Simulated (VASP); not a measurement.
Write the native input for VASP 6.6.1 that does the following.

- Task: relaxation of cell and atoms
- Functional: PBEsol
- Potentials or basis: VASP PAW PBE potentials, release 64 (Ta_pv)
- Cutoff: 500 eV
- k mesh: 6 × 6 × 6
- Occupations: fermi-dirac, width 0.05 eV
- Spin: no spin polarisation
- Dipole correction: no
- Further INCAR settings: ALGO = Normal; EDIFF = 1e-07; IBRION = 2; EDIFFG = -0.03; NSW = 80; ISIF = 3

The structure of Ta lies in POSCAR:

```
Ta
1.0
    3.2786455961      0.0000000000      0.0000000000
    0.0000000000      3.2786455961      0.0000000000
    0.0000000000      0.0000000000      3.2786455961
Ta
2
Direct
    0.0000000000      0.0000000000      0.0000000000
    0.5000000000      0.5000000000      0.5000000000
```

One way to write it, as run:

INCAR

```
SYSTEM = Ta
  PREC = Accurate
  ENCUT = 500
  EDIFF = 1E-7
  ISMEAR = -1
  SIGMA = 0.05
  LREAL = .False.
  LASPH = .True.
  NELM = 120
  ALGO = Normal
  ISIF = 3
  LWAVE = .False.
  LCHARG = .False.
  GGA = PS
  IBRION = 2
  NSW = 80
  EDIFFG = -0.03
  GGA_COMPAT = .False.
  NELMIN = 4
```

KPOINTS

```
Automatic mesh
0
Gamma
  6 6 6
  0 0 0
```

Potentials or basis: VASP PAW PBE potentials, release 64 (Ta_pv).

Run with:

```sh
$ cat potpaw_PBE.64/Ta_pv/POTCAR > POTCAR
$ mpirun -np 1 vasp_std > vasp.out
```

Results of the run:

- Pressure after relaxing: 0.2 GPa
- Band gap on the k mesh: zero (band 11 reaches 7.21 eV, above the bottom of band 12 at 4.26 eV)

Caveat: the relaxation stopped at its first step, so nothing moved; the PAW data sets were made with another functional, which shifts forces and pressure a little; spin-orbit coupling is left out, which moves the levels of the heavy elements.

Wall time 3.8 s on 1 thread of Intel(R) Xeon(R) 6975P-C (Granite Rapids), with other jobs on the host, peak memory 0.13 GiB.
